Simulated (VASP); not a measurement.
A run of VASP 6.6.1:

Contents of INCAR:

```
AGGAC = 1.0
AGGAX = 1.0
ALDAC = 0.0
ALDAX = 1.0
ALGO = Normal
EDIFF = 1E-6
ENCUT = 500
GGA = B5
GGA_COMPAT = False
ISIF = 2
ISMEAR = 0
LASPH = True
LCHARG = False
LREAL = False
LWAVE = False
NBANDS = 39
NELM = 120
PREC = Accurate
SIGMA = 0.01
```

File KPOINTS:

```
k-points
0
Gamma
  6 6 2
```

POSCAR

```
GeTePb2Se2
1.0
    4.3205257600      0.0000000000      0.0000000000
   -2.1602628800      3.7416850700      0.0000000000
    0.0000000000      0.0000000000     10.8339230000
Ge Te Pb Se
1 1 2 2
Direct
    0.0000000000      0.0000000000      0.0062029996
    0.6666666691      0.3333333289      0.8646540002
    0.6666666691      0.3333333289      0.3133180003
    0.3333333296      0.6666666684      0.6542239999
    0.3333333296      0.6666666684      0.1603670000
    0.0000000000      0.0000000000      0.5012330003
```

Potentials or basis: VASP PAW PBE potentials, release 64 (Ge_d, Te, Pb_d, Se).

Launch:

```console
$ cat potpaw_PBE.64/Ge_d/POTCAR potpaw_PBE.64/Te/POTCAR potpaw_PBE.64/Pb_d/POTCAR potpaw_PBE.64/Se/POTCAR > POTCAR
$ mpirun -np 1 vasp_std > vasp.out
```

Hardware: 1 thread of Intel(R) Xeon(R) Platinum 8488C (Sapphire Rapids), on a shared host.

Question: How long does it take, and how much memory?

Answer: Wall time 88 s on 1 thread of Intel(R) Xeon(R) Platinum 8488C (Sapphire Rapids), with other jobs on the host, peak memory 0.32 GiB. Counts: scf iterations 14, k points 14.
